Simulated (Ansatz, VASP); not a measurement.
**GaP in VASP and in Ansatz**

```
Ga P
1.0
     0.00000    2.87793    2.65614
     2.65614    0.00000    2.65614
     2.65614    2.87793    0.00000
Ga P
1 1
Direct
  0.00000 0.00000 0.00000
  0.75000 0.75000 0.75000
```

Alike in both runs: task single point; functional PBE; k mesh 10 × 10 × 10; occupations gaussian, width 0.05 eV; no spin polarisation.

|  | VASP | Ansatz |
| --- | --- | --- |
| version | VASP 6.6.1 | Ansatz 0.2.0 |
| potentials or method | VASP PAW PBE potentials, release 64 (Ga_d, P), cutoff 520 eV | scalar-relativistic, plane waves, PAW |
| valence electrons in the cell | 18 | 18 |

Ansatz gave:

* gap on the k mesh at the Fermi level (eV): 1.22
* least direct gap on the mesh (eV): 1.57
* pressure (GPa): 2.1
* traceless stress, the component that is largest in VASP (GPa): -4.49

Which values does VASP return?

gap on the k mesh at the Fermi level (eV): 1.22; least direct gap on the mesh (eV): 1.57; pressure (GPa): 2.1; traceless stress, the component that is largest in VASP (GPa): -4.50.
